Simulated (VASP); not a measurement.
A run of VASP 6.6.1:

File POSCAR:

```
Fe
1.0
    0.0000000000      1.7845000000      1.7845000000
    3.5690000000      0.0000000000      3.5690000000
    1.7845000000      1.7845000000      0.0000000000
Fe
2
Direct
    0.0000000000      0.0000000000      0.0000000000
    0.0000000000      0.5000000000      0.0000000000
```

Contents of INCAR.step1:

```
PREC = Accurate ; ENCUT = 520
ISMEAR = -1 ; SIGMA = 0.1
LREAL = F ; LASPH = T
NELM = 150 ; ISPIN = 2
MAGMOM = 3.13 3.13 ; LMAXMIX = 4
NBANDS = 19 ; GGA = PE
ALGO = Normal ; EDIFF = 1E-4
LWAVE = T ; LCHARG = F
```

File INCAR.step2:

```
PREC = Accurate ; ENCUT = 520
EDIFF = 1E-7 ; ISMEAR = -1
SIGMA = 0.1 ; LREAL = F
LASPH = T ; NELM = 150
ALGO = Normal ; ISIF = 2
LWAVE = F ; LCHARG = F
ISPIN = 2 ; MAGMOM = 3.13 3.13
LORBIT = 11 ; LMAXMIX = 4
METAGGA = R2SCAN ; LMIXTAU = T
NBANDS = 19 ; ISTART = 1
```

File KPOINTS:

```
Automatic mesh
0
Gamma
  12 6 12
```

Potentials or basis: VASP PAW PBE potentials, release 64 (Fe).

Command:

```bash
$ cat potpaw_PBE.64/Fe/POTCAR > POTCAR
$ cp INCAR.step1 INCAR
$ mpirun -np 1 vasp_std > vasp.out
$ cp INCAR.step2 INCAR
$ mpirun -np 1 vasp_std > vasp.out
```

Hardware: 1 thread of Intel(R) Xeon(R) Platinum 8488C (Sapphire Rapids), with other jobs on the host.

**Question.** Estimate the wall time of this run.

**Answer.** Run time: 4.6 min on 1 thread of Intel(R) Xeon(R) Platinum 8488C (Sapphire Rapids), with other jobs on the host, peak memory 0.2 GiB. Counts: k points 98.
